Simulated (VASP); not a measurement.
# Be5ZnSe6 (P31m) in VASP: notebook

Aim: see how the results for Be5ZnSe6 move with the level of theory and the settings. Levels: PBE, PBEsol. Tasks: single point.

Program: VASP 6.6.1. These are calculated values, not measurements. Logs are shortened: lines on timing, memory, paths and dates and some standing lists are left out, and cuts for length are marked.

### Step 1. The cell of the first run

The structure is trigonal, space group P31m (No. 157). The conventional cell has a = 6.435 Å, b = 6.435 Å, c = 6.118 Å, α = 90.00°, β = 90.00°, γ = 120.00°. Be (site symmetry m) has 4 Se at 2.25 to 2.27 Å within 3.0 Å. Within 2.9 Å of Be (site symmetry 3) lie 4 Se at 2.22 to 2.27 Å. Zn (site symmetry 3m) has 4 Se at 2.45 Å within 3.2 Å. Se (site symmetry m) has 3 Be at 2.22 to 2.25 Å and 1 Zn at 2.45 Å within 2.9 Å. Within 3.0 Å of Se (site symmetry 3m) lie 3 Be at 2.27 Å and 1 Zn at 2.45 Å. Within 3.0 Å of Se (site symmetry 3) lie 4 Be at 2.27 Å.

### Step 2. Single point, PBE

Input file INCAR:

```
PREC     = Accurate       # precision mode
ENCUT    = 520            # plane-wave cutoff, eV
EDIFF    = 1E-6           # SCF threshold, eV
ISMEAR   = 0              # smearing method
SIGMA    = 0.02           # smearing width, eV
LREAL    = F              # projectors in reciprocal space
LASPH    = T              # aspherical terms in the spheres
NELM     = 100            # most SCF steps
ALGO     = Normal         # electronic algorithm
ISIF     = 2              # what is computed and relaxed
LWAVE    = F              # write WAVECAR
LCHARG   = F              # write CHGCAR
GGA      = PE             # functional
NBANDS   = 41             # bands
```

Input file KPOINTS:

```
Automatic mesh
0
Gamma
  6 6 4
```

Input file POSCAR:

```
Be5ZnSe6
1.0
    6.4350307229     -0.0000000289      0.0000000000
   -3.2175153365      5.5729000946      0.0000000000
    0.0000000000      0.0000000000      6.1184260000
Be Zn Se
5 1 6
Direct
    0.6600310000      0.0000000000      0.0054280000
    0.3399690000      0.3399690000      0.0054280000
    0.0000000000      0.6600310000      0.0054280000
    0.6666666667      0.3333333333      0.5046050000
    0.3333333333      0.6666666667      0.5046050000
    0.0000000000      0.0000000000      0.5076370000
    0.6418190000      0.0000000000      0.3729420000
    0.3581810000      0.3581810000      0.3729420000
    0.0000000000      0.6418190000      0.3729420000
    0.0000000000      0.0000000000      0.9081050000
    0.6666666667      0.3333333333      0.8749690000
    0.3333333333      0.6666666667      0.8749690000
```

Potentials or basis: VASP PAW PBE potentials, release 64 (Be, Zn, Se).

Launch:

```console
$ cat potpaw_PBE.64/Be/POTCAR potpaw_PBE.64/Zn/POTCAR potpaw_PBE.64/Se/POTCAR > POTCAR
$ mpirun -np 1 vasp_std > vasp.out
```

OUTCAR:

```text
PREC = Accurate
   ENCUT = 520
   EDIFF = 1E-6
   ISMEAR = 0
   LREAL = F
   LASPH = T
   NELM = 100
   ISIF = 2
   GGA = PE

 ion  position               nearest neighbor table
   1  0.660  0.000  0.005-   7 2.25  10 2.27  11 2.27  12 2.27
   2  0.340  0.340  0.005-   8 2.25  10 2.27  11 2.27  12 2.27
   3  0.000  0.660  0.005-   9 2.25  10 2.27  12 2.27  11 2.27
   4  0.667  0.333  0.505-   7 2.22   9 2.22   8 2.22  11 2.27
   5  0.333  0.667  0.505-   9 2.22   7 2.22   8 2.22  12 2.27
   6  0.000  0.000  0.508-   8 2.45   7 2.45   9 2.45  10 2.45
   7  0.642  0.000  0.373-   4 2.22   5 2.22   1 2.25   6 2.45
   8  0.358  0.358  0.373-   4 2.22   5 2.22   2 2.25   6 2.45
   9  0.000  0.642  0.373-   5 2.22   4 2.22   3 2.25   6 2.45
  10  0.000  0.000  0.908-   2 2.27   1 2.27   3 2.27   6 2.45
  11  0.667  0.333  0.875-   4 2.27   1 2.27   3 2.27   2 2.27
  12  0.333  0.667  0.875-   5 2.27   3 2.27   1 2.27   2 2.27

  LATTYP: Found a hexagonal cell.
 ALAT       =     6.4350307229
 C/A-ratio  =     0.9507998118

  Lattice vectors:

 A1 = (   6.4350307229,  -0.0000000289,   0.0000000000)
 A2 = (  -3.2175153365,   5.5729000946,   0.0000000000)
 A3 = (   0.0000000000,   0.0000000000,   6.1184260000)

Analysis of symmetry for initial positions (statically):
=====================================================================
 Subroutine PRICEL returns:
 Original cell was already a primitive cell.

 Routine SETGRP: Setting up the symmetry group for a
 hexagonal supercell.

 Subroutine GETGRP returns: Found  6 space group operations
 (whereof  6 operations were pure point group operations)
 out of a pool of 24 trial point group operations.

The static configuration has the point symmetry C_3v.

Analysis of symmetry for dynamics (positions and initial velocities):
=====================================================================
 Subroutine PRICEL returns:
 Original cell was already a primitive cell.

 Routine SETGRP: Setting up the symmetry group for a
 hexagonal supercell.

 Subroutine GETGRP returns: Found  6 space group operations
 (whereof  6 operations were pure point group operations)
 out of a pool of 24 trial point group operations.

The dynamic configuration has the point symmetry C_3v.

 Subroutine INISYM returns: Found  6 space group operations
[... 123 lines left out ...]
   ISYM   =      2    0-nonsym 1-usesym 2-fastsym
   POTIM  = 0.5000    time-step for ionic-motion
   TEBEG  =    0.0;   TEEND  =   0.0 temperature during run
   PSTRESS=    0.0 pullay stress
   NELECT =      58.0000    total number of electrons
   NUPDOWN=      -1.0000    fix difference up-down
   EMIN   =  10.00;   EMAX   =-10.00  energy-range for DOS
   EFERMI =   0.00;   METHOD = LEGACY
   ISMEAR =     0;   SIGMA  =   0.02  broadening in eV -4-tet -1-fermi 0-gaus
   EFERMI_NEDOS =   21; number of points for ismear=-14 and -15
   IALGO  =     38    algorithm
   IMIX   =      4    mixing-type and parameters
     AMIX     =   0.40;   BMIX     =  1.00
     AMIX_MAG =   1.60;   BMIX_MAG =  1.00
  volume/ion in A,a.u.               =      18.28       123.39
  Fermi-wavevector in a.u.,A,eV,Ry     =   1.050655  1.985451 15.019155  1.103877
  Thomas-Fermi vector in A             =   2.185667
   LORBIT       =      0    0 simple, 1 ext, 2 COOP (PROOUT), +10 PAW based schemes
   GGA     = PE    functional components
   LHFCALC =     F    Hartree Fock is set to
   AEXX    =    0.0000 exact exchange contribution
   IVDW    =     0    specifies the selected vdW correction
   LEPSILON=     F    determine dielectric tensor
   LRPA    =     F    only Hartree local field effects (RPA)
 non-spin polarized calculation
 Gauss-broadening in eV      SIGMA  =   0.02
  energy-cutoff  :      520.00
  volume of cell :      219.42
 maximum number of plane-waves:      5924
   NGX = 23   NGY = 23   NGZ = 23

 number of electron      58.0000010 magnetization

 Free energy of the ion-electron system (eV)
  ---------------------------------------------------
  ext. energy  EPLUGINS =         0.00000000
  ---------------------------------------------------
  free energy    TOTEN  =       -50.13271808 eV

  energy without entropy =      -50.13271808  energy(sigma->0) =      -50.13271808

 E-fermi :   3.0161     XC(G=0):  -9.3464

 val. band max:        2.9251361592   @ k =   0.0000   0.0000   0.0000
 cond. band min:       5.8914424136   @ k =  -0.3333  -0.3333   0.2500
 fundamental gap:      2.9663062545
 Fermi energy:         3.0161217832

 k-point     1 :       0.0000    0.0000    0.0000
  band No.  band energies     occupation
      1     -10.7421      2.00000
      2      -9.5656      2.00000
      3      -9.2286      2.00000
      4      -9.2286      2.00000
      5      -9.2245      2.00000
      6      -9.2161      2.00000
[... 1045 lines left out ...]
     40       8.6060      0.00000
     41       8.6060      0.00000

------------------------ aborting loop because EDIFF is reached ----------------------------------------

  FORCE on cell =-STRESS in cart. coord.  units (eV):
  Direction    XX          YY          ZZ          XY          YZ          ZX
  --------------------------------------------------------------------------------------
  -------------------------------------------------------------------------------------
  Total        0.2581054      0.2581054      0.2720529     -0.0000000      0.0000000      0.0000000
  in kB        1.8846735      1.8846735      1.9865175     -0.0000000      0.0000000      0.0000000
  external PRESSURE =       1.9186215 kB  Pullay stress =       0.0000000 kB

 VOLUME and BASIS-vectors are now :
 -----------------------------------------------------------------------------
  energy-cutoff  :      520.00
  volume of cell :      219.42
      direct lattice vectors                 reciprocal lattice vectors
     6.435030723 -0.000000029  0.000000000     0.155399414  0.089719893  0.000000000
    -3.217515336  5.572900095  0.000000000     0.000000001  0.179439786  0.000000000
     0.000000000  0.000000000  6.118426000     0.000000000  0.000000000  0.163440728

 POSITION                                       TOTAL-FORCE (eV/Angst)
 -----------------------------------------------------------------------------------
      4.24732     -0.00000      0.03321         0.000244     -0.000000     -0.003259
      1.09386      1.89461      0.03321        -0.000122     -0.000211     -0.003259
     -2.12366      3.67829      0.03321        -0.000122      0.000211     -0.003259
      3.21752      1.85763      3.08739        -0.000000     -0.000000      0.005008
      0.00000      3.71527      3.08739        -0.000000      0.000000      0.005008
      0.00000      0.00000      3.10594        -0.000000     -0.000000     -0.000438
      4.13012     -0.00000      2.28182        -0.008326      0.000000     -0.001720
      1.15245      1.99611      2.28182         0.004163      0.007210     -0.001720
     -2.06506      3.57679      2.28182         0.004163     -0.007210     -0.001720
      0.00000      0.00000      5.55617        -0.000000      0.000000      0.010783
      3.21752      1.85763      5.35343        -0.000000      0.000000     -0.002713
      0.00000      3.71527      5.35343        -0.000000      0.000000     -0.002713
 -----------------------------------------------------------------------------------
    total drift:                               -0.000004     -0.000008      0.000016

  FREE ENERGIE OF THE ION-ELECTRON SYSTEM (eV)
  ---------------------------------------------------
  free  energy   TOTEN  =       -50.1327180780 eV

  energy  without entropy=      -50.1327180780  energy(sigma->0) =      -50.13271808
```

stdout:

```text
POSCAR found type information on POSCAR BeZnSe
 POSCAR found :  3 types and      12 ions
 scaLAPACK will be used
 LDA part: xc-table for (Slater+PW92), standard interpolation
 POSCAR, INCAR and KPOINTS ok, starting setup
 FFT: planning ... GRIDC
 FFT: planning ... GRID_SOFT
 FFT: planning ... GRID
 WAVECAR not read
 entering main loop
```

Wall time 3.4 min (1 thread of Intel Xeon Platinum 8488C (Sapphire Rapids), shared host); peak memory 0.43 GiB.

What came out:

| Property | Result |
| --- | --- |
| Free energy | -50.1327 eV |
| Pressure | 0.2 GPa |
| Largest force | 0.011 eV/Å |
| Band gap on the k mesh | 2.97 eV (least direct gap 3.27 eV) |

Forces in eV/Å, atoms in the order of the input:
```
Be   0.000  0.000 -0.003
Be   0.000  0.000 -0.003
Be   0.000  0.000 -0.003
Be   0.000  0.000  0.005
Be   0.000  0.000  0.005
Zn   0.000  0.000  0.000
Se  -0.008  0.000 -0.002
Se   0.004  0.007 -0.002
Se   0.004 -0.007 -0.002
Se   0.000  0.000  0.011
Se   0.000  0.000 -0.003
Se   0.000  0.000 -0.003
```

### Step 3. Single point, PBEsol

Input file INCAR:

```
PREC     = Accurate       # precision mode
ENCUT    = 520            # plane-wave cutoff, eV
EDIFF    = 1E-7           # SCF threshold, eV
ISMEAR   = 0              # smearing method
SIGMA    = 0.02           # smearing width, eV
LREAL    = False          # projectors in reciprocal space
LASPH    = True           # aspherical terms in the spheres
NELM     = 60             # most SCF steps
ALGO     = Normal         # electronic algorithm
ISIF     = 2              # what is computed and relaxed
LWAVE    = False          # write WAVECAR
LCHARG   = False          # write CHGCAR
GGA      = PS             # functional
NBANDS   = 41             # bands
```

KPOINTS is that of step 2.

POSCAR is that of step 2.

Potentials or basis: VASP PAW PBE potentials, release 64 (Be, Zn, Se).

Launch:

```console
$ cat potpaw_PBE.64/Be/POTCAR potpaw_PBE.64/Zn/POTCAR potpaw_PBE.64/Se/POTCAR > POTCAR
$ mpirun -np 1 vasp_std > vasp.out
```

Run time: 3.9 min. Hardware: 1 thread of Intel Xeon Platinum 8488C (Sapphire Rapids), shared host; peak memory 0.43 GiB.

It converged, with:

- Free energy: -53.8236 eV
- Pressure: -2.1 GPa
- Largest force: 0.103 eV/Å
- Band gap on the k mesh: 2.87 eV (least direct gap 3.16 eV)

Forces on the atoms (eV/Å):
```
Be   0.002  0.000 -0.009
Be  -0.001 -0.002 -0.009
Be  -0.001  0.002 -0.009
Be   0.000  0.000  0.012
Be   0.000  0.000  0.012
Zn   0.000  0.000 -0.006
Se   0.097  0.000  0.034
Se  -0.049 -0.084  0.034
Se  -0.049  0.084  0.034
Se   0.000  0.000 -0.095
Se   0.000  0.000  0.001
Se   0.000  0.000  0.001
```

Levels at points of the mesh, in eV from the valence-band top:
```tsv
k point	band 25	band 26	band 27	band 28	band 29	band 30	band 31	band 32	band 33	band 34
(0.00, 0.00, 0.00)	-1.13	-1.13	-0.19	0.00	0.00	3.16	3.28	3.28	3.59	4.83
(0.50, 0.00, 0.00)	-1.27	-1.21	-1.09	-1.02	-0.82	3.04	4.27	4.61	4.70	4.78
(0.00, 0.00, 0.50)	-1.08	-0.80	-0.80	-0.45	-0.45	3.57	3.99	4.14	4.37	4.37
(0.50, 0.00, 0.50)	-1.93	-1.89	-1.80	-1.37	-1.37	3.01	3.40	4.30	4.62	4.62
```

Caveat: the PAW data sets were made with another functional, which shifts forces and pressure a little.
